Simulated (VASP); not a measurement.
# B2O (R-3m) in VASP: relaxation of cell and atoms with PBE

Aim: the relaxation of cell and atoms of B2O with PBE.

Everything below comes from runs of VASP 6.6.1. Logs are shortened: lines on timing, memory, paths and dates and some standing lists are left out, and cuts for length are marked.

## Step 1: The cell of the first run

The structure is trigonal, space group R-3m (No. 166). The conventional cell has a = 2.489 Å, b = 2.489 Å, c = 11.184 Å, α = 90.00°, β = 90.00°, γ = 120.00°. B (site symmetry 3m) has 9 B at 1.85 to 2.49 Å and 4 O at 1.93 to 2.44 Å within 2.5 Å. Within 2.6 Å of O (site symmetry -3m) lie 8 B at 1.93 to 2.44 Å and 6 O at 2.49 Å.

## Step 2: Relaxation of cell and atoms, PBE

Contents of INCAR:

```
  PREC = Accurate
  ENCUT = 600
  EDIFF = 1E-6
  ISMEAR = 0
  SIGMA = 0.1
  LREAL = False
  LASPH = True
  NELM = 80
  ALGO = Normal
  ISIF = 3
  LWAVE = False
  LCHARG = False
  GGA = PE
  IBRION = 2
  NSW = 100
  EDIFFG = -0.01
```

Contents of KPOINTS:

```
Automatic mesh
0
Gamma
  24 24 24
```

Contents of POSCAR:

```
B2O
1.0
    1.2445608522      0.7185475430      3.7280242015
   -1.2445608522      0.7185475430      3.7280242015
    0.0000000000     -1.4370950861      3.7280242015
B O
2 1
Direct
    0.7815212309      0.7815212309      0.7815212309
    0.2184787691      0.2184787691      0.2184787691
    0.0000000000      0.0000000000      0.0000000000
```

Potentials or basis: VASP PAW PBE potentials, release 64 (B, O).

Launch:

```console
$ cat potpaw_PBE.64/B/POTCAR potpaw_PBE.64/O/POTCAR > POTCAR
$ mpirun -np 1 vasp_std > vasp.out
```

OUTCAR:

```text
PREC = Accurate
   ENCUT = 600
   EDIFF = 1E-6
   ISMEAR = 0
   LREAL = False
   LASPH = True
   NELM = 80
   ISIF = 3
   GGA = PE
   IBRION = 2
   NSW = 100
   EDIFFG = -0.01

 ion  position               nearest neighbor table
   1  0.782  0.782  0.782-   2 1.85   2 1.85   2 1.85   3 1.93   3 1.93   3 1.93
   2  0.218  0.218  0.218-   1 1.85   1 1.85   1 1.85   3 1.93   3 1.93   3 1.93
   3  0.000  0.000  0.000-   1 1.93   1 1.93   2 1.93   2 1.93   1 1.93   2 1.93

  LATTYP: Found a trigonal (rhomboedric) cell.
 ALAT       =     3.9954232233
 COS(alpha) =     0.8059397044

  Lattice vectors:

 A1 = (   1.2445608522,   0.7185475430,   3.7280242015)
 A2 = (  -1.2445608522,   0.7185475430,   3.7280242015)
 A3 = (   0.0000000000,  -1.4370950861,   3.7280242015)

Analysis of symmetry for initial positions (statically):
=====================================================================
 Subroutine PRICEL returns:
 Original cell was already a primitive cell.

 Routine SETGRP: Setting up the symmetry group for a
 trigonal (rhombohedral) supercell.

 Subroutine GETGRP returns: Found 12 space group operations
 (whereof 12 operations were pure point group operations)
 out of a pool of 12 trial point group operations.

The static configuration has the point symmetry D_3d.

Analysis of symmetry for dynamics (positions and initial velocities):
=====================================================================
 Subroutine PRICEL returns:
 Original cell was already a primitive cell.

 Routine SETGRP: Setting up the symmetry group for a
 trigonal (rhombohedral) supercell.

 Subroutine GETGRP returns: Found 12 space group operations
 (whereof 12 operations were pure point group operations)
 out of a pool of 12 trial point group operations.

The dynamic configuration has the point symmetry D_3d.

 Subroutine INISYM returns: Found 12 space group operations
 (whereof 12 operations are pure point group operations),
 and found     1 'primitive' translations

----------------------------------------------------------------------------------------

                                     Primitive cell

  volume of cell :      20.0033

  direct lattice vectors                    reciprocal lattice vectors
     1.244560852  0.718547543  3.728024201     0.401748134  0.231949393  0.089412867
    -1.244560852  0.718547543  3.728024201    -0.401748134  0.231949393  0.089412867
     0.000000000 -1.437095086  3.728024201     0.000000000 -0.463898787  0.089412867

  length of vectors
     3.995423223  3.995423223  3.995423223     0.472437028  0.472437028  0.472437028

  position of ions in fractional coordinates (direct lattice)
     0.781521231  0.781521231  0.781521231
     0.218478769  0.218478769  0.218478769
     0.000000000  0.000000000  0.000000000

  ion indices of the primitive-cell ions
   primitive index   ion index
                 1           1
                 2           2
                 3           3

----------------------------------------------------------------------------------------

 KPOINTS: Automatic mesh

Automatic generation of k-mesh.
 Grid dimensions read from file:
 generate k-points for:   24   24   24

 Generating k-lattice:

  Cartesian coordinates                     Fractional coordinates (reciprocal lattice)
     0.016739506  0.009664558  0.003725536     0.041666667  0.000000000 -0.000000000
    -0.016739506  0.009664558  0.003725536     0.000000000  0.041666667 -0.000000000
     0.000000000 -0.019329116  0.003725536    -0.000000000 -0.000000000  0.041666667

  Length of vectors
[... 65 lines left out ...]
   PSTRESS=    0.0 pullay stress
   NELECT =      12.0000    total number of electrons
   NUPDOWN=      -1.0000    fix difference up-down
   EMIN   =  10.00;   EMAX   =-10.00  energy-range for DOS
   EFERMI =   0.00;   METHOD = LEGACY
   ISMEAR =     0;   SIGMA  =   0.10  broadening in eV -4-tet -1-fermi 0-gaus
   EFERMI_NEDOS =   21; number of points for ismear=-14 and -15
   IALGO  =     38    algorithm
   IMIX   =      4    mixing-type and parameters
     AMIX     =   0.40;   BMIX     =  1.00
     AMIX_MAG =   1.60;   BMIX_MAG =  1.00
  volume/ion in A,a.u.               =       6.67        45.00
  Fermi-wavevector in a.u.,A,eV,Ry     =   1.380707  2.609157 25.937473  1.906350
  Thomas-Fermi vector in A             =   2.505559
   LORBIT       =      0    0 simple, 1 ext, 2 COOP (PROOUT), +10 PAW based schemes
   GGA     = PE    functional components
   LHFCALC =     F    Hartree Fock is set to
   AEXX    =    0.0000 exact exchange contribution
   IVDW    =     0    specifies the selected vdW correction
   LEPSILON=     F    determine dielectric tensor
   LRPA    =     F    only Hartree local field effects (RPA)
 conjugate gradient relaxation of ions
 non-spin polarized calculation
 Gauss-broadening in eV      SIGMA  =   0.10
  energy-cutoff  :      600.00
  volume of cell :       20.00
 maximum number of plane-waves:       688
   NGX = 15   NGY = 15   NGZ = 15

--------------------------------------- Ionic step        1  -------------------------------------------

 number of electron      12.0000001 magnetization

 Free energy of the ion-electron system (eV)
  ---------------------------------------------------
  ext. energy  EPLUGINS =         0.00000000
  ---------------------------------------------------
  free energy    TOTEN  =       -16.05061592 eV

  energy without entropy =      -16.04758902  energy(sigma->0) =      -16.04910247

------------------------ aborting loop because EDIFF is reached ----------------------------------------

  FORCE on cell =-STRESS in cart. coord.  units (eV):
  Direction    XX          YY          ZZ          XY          YZ          ZX
  --------------------------------------------------------------------------------------
  -------------------------------------------------------------------------------------
  Total       -0.0609848     -0.0609848      0.0241315      0.0000000     -0.0000000      0.0000000
  in kB       -4.8846141     -4.8846141      1.9328294      0.0000000     -0.0000000      0.0000000
  external PRESSURE =      -2.6121329 kB  Pullay stress =       0.0000000 kB

 VOLUME and BASIS-vectors are now :
 -----------------------------------------------------------------------------
  energy-cutoff  :      600.00
  volume of cell :       20.00
      direct lattice vectors                 reciprocal lattice vectors
     1.244560852  0.718547543  3.728024201     0.401748134  0.231949393  0.089412867
    -1.244560852  0.718547543  3.728024201    -0.401748134  0.231949393  0.089412867
     0.000000000 -1.437095086  3.728024201     0.000000000 -0.463898787  0.089412867

 POSITION                                       TOTAL-FORCE (eV/Angst)
 -----------------------------------------------------------------------------------
      0.00000     -0.00000      8.74059         0.000000      0.000000     -0.020981
      0.00000     -0.00000      2.44348         0.000000     -0.000000      0.020981
      0.00000      0.00000      0.00000         0.000000     -0.000000      0.000000
 -----------------------------------------------------------------------------------
    total drift:                                0.000000      0.000000      0.000000

  FREE ENERGIE OF THE ION-ELECTRON SYSTEM (eV)
  ---------------------------------------------------
  free  energy   TOTEN  =       -16.0506159236 eV

  energy  without entropy=      -16.0475890174  energy(sigma->0) =      -16.04910247

--------------------------------------- Ionic step        2  -------------------------------------------

 number of electron      12.0000001 magnetization

 Free energy of the ion-electron system (eV)
  ---------------------------------------------------
  ext. energy  EPLUGINS =         0.00000000
  ---------------------------------------------------
  free energy    TOTEN  =       -16.05069607 eV

  energy without entropy =      -16.04766903  energy(sigma->0) =      -16.04918255

 E-fermi :   8.1484     XC(G=0): -12.5381

 val. band max:        8.1421912058   @ k =   0.4583   0.4583   0.4167
 cond. band min:       8.1485277725   @ k =  -0.4167  -0.4583   0.3333
 fundamental gap:      0.0063365668
 Fermi energy:         8.1483826119

 k-point     1 :       0.0000    0.0000    0.0000
  band No.  band energies     occupation
      1     -14.8225      2.00000
      2      -4.0333      2.00000
      3      -2.2461      2.00000
      4       5.2791      2.00000
      5       5.2791      2.00000
      6      11.7189      0.00000
      7      12.9655      0.00000
      8      12.9655      0.00000
      9      13.6643      0.00000
     10      17.7106      0.00000
[... 287 lines left out ...]
 k-point    24 :       0.4583    0.0417   -0.0000
  band No.  band energies     occupation
      1     -12.1904      2.00000
      2      -2.9523      2.00000
      3      -0.8453      2.00000
      4       1.5648      2.00000
      5       3.7094      2.00000
      6       5.8515      2.00000
      7       9.0186      0.00000
      8       9.2783      0.00000
      9      14.1040      0.00000
     10      15.3855      0.00000

 [... further k-points ...]

------------------------ aborting loop because EDIFF is reached ----------------------------------------

  FORCE on cell =-STRESS in cart. coord.  units (eV):
  Direction    XX          YY          ZZ          XY          YZ          ZX
  --------------------------------------------------------------------------------------
  -------------------------------------------------------------------------------------
  Total       -0.0013633     -0.0013633     -0.0203634      0.0000000      0.0000000      0.0000000
  in kB       -0.1093674     -0.1093674     -1.6335862      0.0000000      0.0000000      0.0000000
  external PRESSURE =      -0.6174403 kB  Pullay stress =       0.0000000 kB

 VOLUME and BASIS-vectors are now :
 -----------------------------------------------------------------------------
  energy-cutoff  :      600.00
  volume of cell :       19.97
      direct lattice vectors                 reciprocal lattice vectors
     1.243340325  0.717842871  3.729470884     0.402142511  0.232177087  0.089378184
    -1.243340325  0.717842871  3.729470884    -0.402142511  0.232177087  0.089378184
     0.000000000 -1.435685743  3.729470884     0.000000000 -0.464354174  0.089378184

 POSITION                                       TOTAL-FORCE (eV/Angst)
 -----------------------------------------------------------------------------------
      0.00000     -0.00000      8.74297        -0.000000     -0.000000      0.003188
      0.00000     -0.00000      2.44544        -0.000000      0.000000     -0.003188
      0.00000      1.43569      7.45894         0.000000      0.000000      0.000000
 -----------------------------------------------------------------------------------
    total drift:                               -0.000000      0.000000     -0.000000

  FREE ENERGIE OF THE ION-ELECTRON SYSTEM (eV)
  ---------------------------------------------------
  free  energy   TOTEN  =       -16.0506960731 eV

  energy  without entropy=      -16.0476690343  energy(sigma->0) =      -16.04918255

 reached required accuracy - stopping structural energy minimisation
```

It took 3.2 min on 1 thread of Intel Xeon 6975P-C (Granite Rapids), shared host; peak memory 0.44 GiB.

Results:

```yaml
Free_energy: -16.0507 eV
Relaxed_volume: 6.66 Å³/atom
Relaxed_cell: a = 3.996 Å, b = 3.996 Å, c = 3.996 Å, α = 36.25°, β = 36.25°, γ = 36.25°
Space_group_after_relaxing_to_0.1_Å: R-3m (No. 166)
Energy_gained_by_relaxing: 0.0 meV/atom
Ionic_steps: 2
Pressure_after_relaxing: -0.1 GPa
Largest_force_after_relaxing: 0.003 eV/Å
Band_gap_on_the_k_mesh: zero (bands 6 and 7 overlap by 5.58 eV)
```

Forces on the atoms (eV/Å):
```
B    0.000  0.000  0.003
B    0.000  0.000 -0.003
O    0.000  0.000  0.000
```

Stress tensor (GPa, compression positive):
```
-0.01  0.00  0.00
 0.00 -0.01  0.00
 0.00  0.00 -0.16
```

Final structure:
```cif
data_structure
_symmetry_space_group_name_H-M 'P 1'
_symmetry_Int_Tables_number 1
_cell_length_a 3.9963
_cell_length_b 3.9963
_cell_length_c 3.9963
_cell_angle_alpha 36.254
_cell_angle_beta 36.254
_cell_angle_gamma 36.254
_cell_volume 19.97
loop_
_atom_site_label
_atom_site_type_symbol
_atom_site_fract_x
_atom_site_fract_y
_atom_site_fract_z
_atom_site_occupancy
B1 B 0.78143 0.78143 0.78143 1
B2 B 0.21857 0.21857 0.21857 1
O1 O 0.00000 0.00000 0.00000 1
```

Levels at points of the mesh, in eV from the Fermi level:
```csv
k point,band 2,band 3,band 4,band 5,band 6,band 7,band 8,band 9,band 10
"(0.00, 0.00, 0.00)",-12.18,-10.39,-2.87,-2.87,3.57,4.82,4.82,5.52,9.56
"(0.50, 0.00, 0.00)",-11.28,-8.72,-6.81,-4.36,-2.37,0.51,1.16,5.91,7.11
"(0.50, 0.50, 0.00)",-10.79,-9.64,-7.28,-4.85,-1.94,1.02,3.05,6.83,8.80
"(0.50, 0.50, 0.50)",-15.34,-4.65,-3.01,-3.01,-0.33,5.85,5.85,7.66,8.51
```
